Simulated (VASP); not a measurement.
# Sb (P6_3/mmc) in VASP: further runs, part 2 of 2

VASP 6.6.1. The steps go on from the part before.

## (4) Single point, PBEsol

INCAR

```
ALGO     = Normal         # electronic algorithm
EDIFF    = 1E-7           # SCF threshold, eV
ENCUT    = 520            # plane-wave cutoff, eV
GGA      = PS             # functional
ISIF     = 2              # what is computed and relaxed
ISMEAR   = 1              # smearing method
LASPH    = T              # aspherical terms in the spheres
LCHARG   = F              # write CHGCAR
LREAL    = F              # projectors in reciprocal space
LWAVE    = F              # write WAVECAR
NBANDS   = 12             # bands
NELM     = 80             # most SCF steps
PREC     = Accurate       # precision mode
SIGMA    = 0.1            # smearing width, eV
```

KPOINTS

```
k-points
0
Gamma
  15 15 8
```

POSCAR

```
Sb
1.0
    3.3116951606      0.0000000000      0.0000000000
   -1.6558475803      2.8680121386      0.0000000000
    0.0000000000      0.0000000000      5.5059301769
Sb
2
Direct
    0.3333333333      0.6666666667      0.2500000000
    0.6666666667      0.3333333333      0.7500000000
```

Potentials or basis: VASP PAW PBE potentials, release 64 (Sb).

Launch:

```sh
$ cat potpaw_PBE.64/Sb/POTCAR > POTCAR
$ mpirun -np 1 vasp_std > vasp.out
```

OUTCAR:

```text
EDIFF = 1E-7
   ENCUT = 520
   GGA = PS
   ISIF = 2
   ISMEAR = 1
   LASPH = T
   LREAL = F
   NELM = 80
   PREC = Accurate

 ion  position               nearest neighbor table
   1  0.333  0.667  0.250-   2 3.35   2 3.35   2 3.35   2 3.35   2 3.35   2 3.35
   2  0.667  0.333  0.750-   1 3.35   1 3.35   1 3.35   1 3.35   1 3.35   1 3.35

  LATTYP: Found a hexagonal cell.
 ALAT       =     3.3116951606
 C/A-ratio  =     1.6625715562

  Lattice vectors:

 A1 = (   3.3116951606,   0.0000000000,   0.0000000000)
 A2 = (  -1.6558475803,   2.8680121386,   0.0000000000)
 A3 = (   0.0000000000,   0.0000000000,   5.5059301769)

Analysis of symmetry for initial positions (statically):
=====================================================================
 Subroutine PRICEL returns:
 Original cell was already a primitive cell.

 Routine SETGRP: Setting up the symmetry group for a
 hexagonal supercell.

 Subroutine GETGRP returns: Found 24 space group operations
 (whereof 12 operations were pure point group operations)
[... 177 lines left out ...]
      2      -0.6580      2.00000
      3       2.7189      2.00000
      4      12.6859      0.00000
      5      12.6859      0.00000
      6      14.1015      0.00000
      7      14.2949      0.00000
      8      14.2949      0.00000
      9      16.8456      0.00000
     10      17.7938      0.00000
     11      18.9286      0.00000
     12      18.9286      0.00000
[... 331 lines left out ...]
 k-point    24 :       0.4000    0.2000    0.0000
  band No.  band energies     occupation
      1      -0.1407      2.00000
      2       0.9017      2.00000
      3       4.4778      2.00000
      4       6.0173      2.00000
      5       6.5915      2.00000
      6       7.0132      2.00000
      7       8.6411      2.03653
      8       9.4147     -0.00000
      9      13.2127      0.00000
     10      17.4699      0.00000
     11      20.4860      0.00000
     12      21.1618      0.00000

 [... further k-points ...]

------------------------ aborting loop because EDIFF is reached ----------------------------------------

  FORCE on cell =-STRESS in cart. coord.  units (eV):
  Direction    XX          YY          ZZ          XY          YZ          ZX
  --------------------------------------------------------------------------------------
  -------------------------------------------------------------------------------------
  Total        0.0077018      0.0077018     -0.0056816      0.0000000      0.0000000     -0.0000000
  in kB        0.2359613      0.2359613     -0.1740673      0.0000000      0.0000000     -0.0000000
  external PRESSURE =       0.0992851 kB  Pullay stress =       0.0000000 kB

 VOLUME and BASIS-vectors are now :
 -----------------------------------------------------------------------------
  energy-cutoff  :      520.00
  volume of cell :       52.30
      direct lattice vectors                 reciprocal lattice vectors
     3.311695161  0.000000000  0.000000000     0.301960160  0.174336780  0.000000000
    -1.655847580  2.868012139  0.000000000     0.000000000  0.348673559  0.000000000
     0.000000000  0.000000000  5.505930177     0.000000000  0.000000000  0.181622354

 POSITION                                       TOTAL-FORCE (eV/Angst)
 -----------------------------------------------------------------------------------
     -0.00000      1.91201      1.37648         0.000000     -0.000000      0.000000
      1.65585      0.95600      4.12945        -0.000000      0.000000      0.000000
 -----------------------------------------------------------------------------------
    total drift:                                0.000000     -0.000000      0.000000

  FREE ENERGIE OF THE ION-ELECTRON SYSTEM (eV)
  ---------------------------------------------------
  free  energy   TOTEN  =        -8.6825673576 eV

  energy  without entropy=       -8.6812826998  energy(sigma->0) =       -8.68213914
```

Wall time 81 s (1 thread of Intel Xeon Platinum 8375C at 2.90GHz (Ice Lake), shared host); peak memory 0.22 GiB.

What came out:

```yaml
Free_energy: -8.6826 eV
Pressure: 0.0 GPa
Band_gap_on_the_k_mesh: zero (band 5 reaches 13.48 eV, above the bottom of band 6 at 5.39 eV)
```

Levels at points of the mesh, in eV from the Fermi level:
```tsv
k point	band 3	band 4	band 5	band 6	band 7	band 8
(0.00, 0.00, 0.00)	-6.09	3.87	3.87	5.29	5.48	5.48
(0.00, 0.00, 0.50)	-1.08	-1.08	4.67	4.67	4.67	4.67
```

Caveat: the PAW data sets were made with another functional, which shifts forces and pressure a little; spin-orbit coupling is left out, which moves the levels of the heavy elements.

## (5) Overview

| cell | k mesh | gap on the mesh (eV) | pressure (GPa) |
| --- | --- | --- | --- |
| a = 3.318, b = 3.318, c = 5.480 Å, angles 90.0, 90.0, 120.0°, 2 atoms | 14 × 14 × 8 | none | 0.0 |
| a = 3.301, b = 3.301, c = 5.488 Å, angles 90.0, 90.0, 120.0°, 2 atoms | 15 × 15 × 8 | none | 0.7 |
| a = 3.312, b = 3.312, c = 5.506 Å, angles 90.0, 90.0, 120.0°, 2 atoms | 15 × 15 × 8 | none | 0.0 |

Alike in all rows: task single point; level PBEsol; potentials or basis VASP PAW PBE potentials, release 64 (Sb); no spin polarisation; cutoff (eV) 520; smearing methfessel-paxton 0.1 eV.

Caveats: the PAW data sets were made with another functional, which shifts forces and pressure a little; spin-orbit coupling is left out, which moves the levels of the heavy elements.

Total energies depend on the potentials used, so only differences within one code and one set of settings carry meaning.
